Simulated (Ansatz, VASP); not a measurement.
Os: VASP beside Ansatz

```
CELL_PARAMETERS angstrom
-1.54563 1.54563 1.54563
1.54563 -1.54563 1.54563
1.54563 1.54563 -1.54563
ATOMIC_POSITIONS crystal
Os 0.00000 0.00000 0.00000
```

Alike in both runs: functional PBE; k mesh 24 × 24 × 24; occupations gaussian, width 0.1 eV; no spin polarisation.

Ansatz relaxed the structure, and its values are those at the end. VASP's run is a single point on that final structure, the one shown.

```csv
,VASP,Ansatz
version,VASP 6.6.1,Ansatz 0.2.0
potentials or method,"VASP PAW PBE potentials, release 64 (Os), cutoff 520 eV","scalar-relativistic, plane waves, PAW"
valence electrons in the cell,8,16
```

```tsv
	VASP	Ansatz	Ansatz less VASP
gap on the k mesh at the Fermi level (eV)	none	none	-
pressure (GPa)	0.1	0.0	-0.06
```

A gap of «none» marks a metal or a gap that the smearing closes. VASP's potentials hold 8 valence electrons a cell and Ansatz's 16, so a difference there can come from the potentials and not from the codes.

Neither program's run includes spin-orbit coupling.
